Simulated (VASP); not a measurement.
# Cd (Fm-3m) in VASP: further runs

Cd is run at these levels: LDA; tasks: single point, relaxation of cell and atoms.

Program: VASP 6.6.1. These are calculated values, not measurements. Logs are shortened: lines on timing, memory, paths and dates and some standing lists are left out, and cuts for length are marked.

## Step 1: The cell of the first run

It takes space group Fm-3m (No. 225, cubic). Conventional cell: a = 3.959 Å, b = 3.959 Å, c = 3.959 Å, α = 90.00°, β = 90.00°, γ = 90.00°. Cd (site symmetry m-3m) has 12 Cd at 2.80 Å within 3.7 Å.

This isn't the form of Cd at room conditions, which is hcp.

## Step 2: Single point, LDA (15.51 Å³/atom)

The input, INCAR:

```
PREC = Accurate
ENCUT = 520
EDIFF = 1E-6
ISMEAR = -1
SIGMA = 0.08
LREAL = F
LASPH = T
NELM = 100
ALGO = Normal
ISIF = 2
LWAVE = F
LCHARG = T
GGA = CA
LELF = T
LVHAR = T
NBANDS = 12
```

The input, KPOINTS:

```
regular mesh
0
Gamma
  17 17 17
```

The input, POSCAR:

```
Cd
1.0
    0.0000000000      1.9795110359      1.9795110359
    1.9795110359      0.0000000000      1.9795110359
    1.9795110359      1.9795110359      0.0000000000
Cd
1
Direct
    0.0000000000      0.0000000000      0.0000000000
```

Potentials or basis: VASP PAW LDA potentials, release 64 (Cd).

The run is started by

```bash
> cat potpaw_LDA.64/Cd/POTCAR > POTCAR
> mpirun -np 1 vasp_std > vasp.out
```

OUTCAR:

```text
PREC = Accurate
   ENCUT = 520
   EDIFF = 1E-6
   ISMEAR = -1
   LREAL = F
   LASPH = T
   NELM = 100
   ISIF = 2
   GGA = CA

 ion  position               nearest neighbor table
   1  0.000  0.000  0.000-

  LATTYP: Found a face centered cubic cell.
 ALAT       =     3.9590220718

  Lattice vectors:

 A1 = (   0.0000000000,   1.9795110359,   1.9795110359)
 A2 = (   1.9795110359,   0.0000000000,   1.9795110359)
 A3 = (   1.9795110359,   1.9795110359,   0.0000000000)

Analysis of symmetry for initial positions (statically):
=====================================================================
 Subroutine PRICEL returns:
 Original cell was already a primitive cell.

 Routine SETGRP: Setting up the symmetry group for a
 face centered cubic supercell.

 Subroutine GETGRP returns: Found 48 space group operations
 (whereof 48 operations were pure point group operations)
 out of a pool of 48 trial point group operations.

The static configuration has the point symmetry O_h .

Analysis of symmetry for dynamics (positions and initial velocities):
=====================================================================
 Subroutine PRICEL returns:
 Original cell was already a primitive cell.

 Routine SETGRP: Setting up the symmetry group for a
 face centered cubic supercell.

 Subroutine GETGRP returns: Found 48 space group operations
 (whereof 48 operations were pure point group operations)
 out of a pool of 48 trial point group operations.

The dynamic configuration has the point symmetry O_h .

 Subroutine INISYM returns: Found 48 space group operations
 (whereof 48 operations are pure point group operations),
 and found     1 'primitive' translations

----------------------------------------------------------------------------------------

                                     Primitive cell

  volume of cell :      15.5133

  direct lattice vectors                    reciprocal lattice vectors
     0.000000000  1.979511036  1.979511036    -0.252587629  0.252587629  0.252587629
     1.979511036  0.000000000  1.979511036     0.252587629 -0.252587629  0.252587629
     1.979511036  1.979511036  0.000000000     0.252587629  0.252587629 -0.252587629

  length of vectors
     2.799451354  2.799451354  2.799451354     0.437494608  0.437494608  0.437494608

  position of ions in fractional coordinates (direct lattice)
     0.000000000  0.000000000  0.000000000

  ion indices of the primitive-cell ions
   primitive index   ion index
                 1           1

----------------------------------------------------------------------------------------

 KPOINTS: regular mesh

Automatic generation of k-mesh.
 Grid dimensions read from file:
 generate k-points for:   17   17   17

 Generating k-lattice:

  Cartesian coordinates                     Fractional coordinates (reciprocal lattice)
    -0.014858096  0.014858096  0.014858096     0.058823529  0.000000000  0.000000000
     0.014858096 -0.014858096  0.014858096     0.000000000  0.058823529  0.000000000
     0.014858096  0.014858096 -0.014858096     0.000000000  0.000000000  0.058823529

  Length of vectors
     0.025734977  0.025734977  0.025734977

  Shift w.r.t. Gamma in fractional coordinates (k-lattice)
     0.000000000  0.000000000  0.000000000

 Subroutine IBZKPT returns following result:
 ===========================================

 Found    165 irreducible k-points:

 Following reciprocal coordinates:
            Coordinates               Weight
  0.000000  0.000000  0.000000      1.000000
  0.058824  0.000000  0.000000      8.000000
  0.117647  0.000000  0.000000      8.000000
  0.176471  0.000000  0.000000      8.000000
  0.235294  0.000000  0.000000      8.000000
  0.294118  0.000000  0.000000      8.000000
[... 16 lines left out ...]
 -0.176471  0.058824  0.000000     24.000000
 -0.117647  0.058824  0.000000     24.000000
 [... further k-points ...]
   k-points           NKPTS =    165   k-points in BZ     NKDIM =    165   number of bands    NBANDS=     12
   number of dos      NEDOS =    301   number of ions     NIONS =      1
   total plane-waves  NPLWV =  13824
   dimension x,y,z NGX =    24 NGY =   24 NGZ =   24
   dimension x,y,z NGXF=    48 NGYF=   48 NGZF=   48
   ions per type =               1
   NGX,Y,Z   is equivalent  to a cutoff of  14.25, 14.25, 14.25 a.u.
   NGXF,Y,Z  is equivalent  to a cutoff of  28.50, 28.50, 28.50 a.u.
 SYSTEM =  unknown system
   PREC   = accura    normal or accurate (medium, high low for compatibility)
   ISTART =      0    job   : 0-new  1-cont  2-samecut
   ICHARG =      2    charge: 1-file 2-atom 10-const
   ISPIN  =      1    spin polarized calculation?
   LNONCOLLINEAR =      F non collinear calculations
   LSORBIT =      F    spin-orbit coupling
   LASPH  =      T    aspherical Exc in radial PAW
   ENCUT  =  520.0 eV  38.22 Ry    6.18 a.u.   5.21  5.21  5.21*2*pi/ulx,y,z
   NELM   =    100;   NELMIN=  2; NELMDL= -5     # of ELM steps
   EDIFF  = 0.1E-05   stopping-criterion for ELM
   LREAL  =      F    real-space projection
   EDIFFG = 0.1E-04   stopping-criterion for IOM
   NSW    =      0    number of steps for IOM
   IBRION =     -1    ionic relax: 0-MD 1-quasi-New 2-CG
   NFREE  =      0    steps in history (QN), initial steepest desc. (CG)
   ISIF   =      2    stress and relaxation
   ISYM   =      2    0-nonsym 1-usesym 2-fastsym
   POTIM  = 0.5000    time-step for ionic-motion
   TEBEG  =    0.0;   TEEND  =   0.0 temperature during run
   PSTRESS=    0.0 pullay stress
   NELECT =      12.0000    total number of electrons
   NUPDOWN=      -1.0000    fix difference up-down
   EMIN   =  10.00;   EMAX   =-10.00  energy-range for DOS
   EFERMI =   0.00;   METHOD = LEGACY
   ISMEAR =    -1;   SIGMA  =   0.08  broadening in eV -4-tet -1-fermi 0-gaus
   EFERMI_NEDOS =   21; number of points for ismear=-14 and -15
   IALGO  =     38    algorithm
   IMIX   =      4    mixing-type and parameters
     AMIX     =   0.40;   BMIX     =  1.00
     AMIX_MAG =   1.60;   BMIX_MAG =  1.00
  volume/ion in A,a.u.               =      15.51       104.69
  Fermi-wavevector in a.u.,A,eV,Ry     =   1.502798  2.839877 30.727429  2.258402
  Thomas-Fermi vector in A             =   2.613992
   LORBIT       =      0    0 simple, 1 ext, 2 COOP (PROOUT), +10 PAW based schemes
   GGA     = CA    functional components
   LHFCALC =     F    Hartree Fock is set to
   AEXX    =    0.0000 exact exchange contribution
   IVDW    =     0    specifies the selected vdW correction
   LEPSILON=     F    determine dielectric tensor
   LRPA    =     F    only Hartree local field effects (RPA)
 non-spin polarized calculation
  energy-cutoff  :      520.00
  volume of cell :       15.51
 maximum number of plane-waves:       432
 NGX is ok and might be reduce to    24
   NGX = 11   NGY = 11   NGZ = 11

 number of electron      12.0000000 magnetization

 Free energy of the ion-electron system (eV)
  ---------------------------------------------------
  ext. energy  EPLUGINS =         0.00000000
  ---------------------------------------------------
  free energy    TOTEN  =        -1.09838347 eV

  energy without entropy =       -1.09142024  energy(sigma->0) =       -1.09490185

 E-fermi :   5.9253     XC(G=0): -13.2482

 val. band max:        5.9205764903   @ k =  -0.4118   0.1765   0.0000
 cond. band min:       5.9612254697   @ k =   0.4706   0.0588   0.0000
 fundamental gap:      0.0406489794
 Fermi energy:         5.9252681815

 k-point     1 :       0.0000    0.0000    0.0000
  band No.  band energies     occupation
      1      -6.1369      2.00000
      2      -4.7211      2.00000
      3      -4.7211      2.00000
      4      -4.7211      2.00000
      5      -3.7813      2.00000
      6      -3.7813      2.00000
      7      20.6708      0.00000
      8      23.8799      0.00000
      9      23.8799      0.00000
     10      23.8799      0.00000
     11      28.5419      0.00000
     12      28.5419      0.00000

 k-point     2 :       0.0588    0.0000    0.0000
  band No.  band energies     occupation
      1      -6.0236      2.00000
      2      -4.7384      2.00000
      3      -4.6924      2.00000
      4      -4.6924      2.00000
      5      -3.7905      2.00000
      6      -3.7905      2.00000
      7      20.5571      0.00000
      8      22.7049      0.00000
      9      23.8159      0.00000
     10      23.8159      0.00000
     11      28.3378      0.00000
     12      28.6553      0.00000

 k-point     3 :       0.1176    0.0000    0.0000
  band No.  band energies     occupation
      1      -5.7231      2.00000
      2      -4.7461      2.00000
      3      -4.6195      2.00000
      4      -4.6195      2.00000
      5      -3.8057      2.00000
      6      -3.8057      2.00000
      7      19.3525      0.00000
      8      21.5729      0.00000
      9      23.6373      0.00000
     10      23.6373      0.00000
     11      27.7030      0.00000
     12      28.8313      0.00000

 k-point     4 :       0.1765    0.0000    0.0000
  band No.  band energies     occupation
      1      -5.4622      2.00000
      2      -4.5445      2.00000
      3      -4.5445      2.00000
      4      -4.5053      2.00000
      5      -3.7876      2.00000
      6      -3.7876      2.00000
      7      16.9397      0.00000
      8      21.3748      0.00000
      9      23.3656      0.00000
     10      23.3656      0.00000
     11      27.2621      0.00000
     12      28.5671      0.00000

 k-point     5 :       0.2353    0.0000    0.0000
  band No.  band energies     occupation
      1      -5.4826      2.00000
      2      -4.5231      2.00000
      3      -4.5231      2.00000
      4      -3.7594      2.00000
      5      -3.6877      2.00000
      6      -3.6877      2.00000
      7      14.3518      0.00000
      8      21.1175      0.00000
      9      23.0083      0.00000
     10      23.0083      0.00000
     11      27.3110      0.00000
     12      27.7968      0.00000
[... 228 lines left out ...]
      1      -5.6078      2.00000
      2      -4.5994      2.00000
      3      -4.5482      2.00000
      4      -3.5693      2.00000
      5      -3.5339      2.00000
      6      -1.9860      2.00000
      7      11.0549      0.00000
      8      19.5119      0.00000
      9      21.6294      0.00000
     10      23.6491      0.00000
     11      26.0899      0.00000
     12      26.6134      0.00000

 k-point    22 :      -0.2353    0.0588    0.0000
  band No.  band energies     occupation
      1      -5.4578      2.00000
      2      -4.5566      2.00000
      3      -4.4909      2.00000
      4      -3.8594      2.00000
      5      -3.7734      2.00000
      6      -3.0198      2.00000
      7      13.5734      0.00000
      8      19.7918      0.00000
      9      22.3041      0.00000
     10      24.5523      0.00000
     11      26.2014      0.00000
     12      26.5134      0.00000

 k-point    23 :      -0.1765    0.0588    0.0000
  band No.  band energies     occupation
      1      -5.3607      2.00000
      2      -4.6331      2.00000
      3      -4.4938      2.00000
      4      -4.3006      2.00000
      5      -3.8898      2.00000
      6      -3.5390      2.00000
      7      16.1621      0.00000
      8      20.1288      0.00000
      9      22.8033      0.00000
     10      24.8892      0.00000
     11      26.0732      0.00000
     12      27.5718      0.00000

 k-point    24 :      -0.1176    0.0588    0.0000
  band No.  band energies     occupation
      1      -5.5174      2.00000
      2      -4.8068      2.00000
      3      -4.5705      2.00000
      4      -4.5039      2.00000
      5      -3.8920      2.00000
      6      -3.7089      2.00000
      7      18.6876      0.00000
      8      20.5232      0.00000
      9      22.9168      0.00000
     10      24.7832      0.00000
     11      26.6261      0.00000
     12      28.5512      0.00000

 [... further k-points ...]

------------------------ aborting loop because EDIFF is reached ----------------------------------------

  FORCE on cell =-STRESS in cart. coord.  units (eV):
  Direction    XX          YY          ZZ          XY          YZ          ZX
  --------------------------------------------------------------------------------------
  -------------------------------------------------------------------------------------
  Total        3.6474417      3.6474417      3.6474417      0.0000000      0.0000000     -0.0000000
  in kB      376.6996018    376.6996018    376.6996018      0.0000000      0.0000000     -0.0000000
  external PRESSURE =     376.6996018 kB  Pullay stress =       0.0000000 kB

 VOLUME and BASIS-vectors are now :
 -----------------------------------------------------------------------------
  energy-cutoff  :      520.00
  volume of cell :       15.51
      direct lattice vectors                 reciprocal lattice vectors
     0.000000000  1.979511036  1.979511036    -0.252587629  0.252587629  0.252587629
     1.979511036  0.000000000  1.979511036     0.252587629 -0.252587629  0.252587629
     1.979511036  1.979511036  0.000000000     0.252587629  0.252587629 -0.252587629

 POSITION                                       TOTAL-FORCE (eV/Angst)
 -----------------------------------------------------------------------------------
      0.00000      0.00000      0.00000         0.000000      0.000000      0.000000
 -----------------------------------------------------------------------------------
    total drift:                               -0.000000     -0.000000     -0.000000

  FREE ENERGIE OF THE ION-ELECTRON SYSTEM (eV)
  ---------------------------------------------------
  free  energy   TOTEN  =        -1.0983834705 eV

  energy  without entropy=       -1.0914202380  energy(sigma->0) =       -1.09490185
```

It took 16 s on 1 thread of AMD EPYC 9R45 (Zen 5), shared host; peak memory 0.12 GiB.

Results:

* Free energy: -1.0984 eV
* Pressure: 37.7 GPa
* Band gap on the k mesh: zero (bands 6 and 7 overlap by 1.92 eV)

Caveat: the cell stands under pressure.

[end of part 1 of 3]
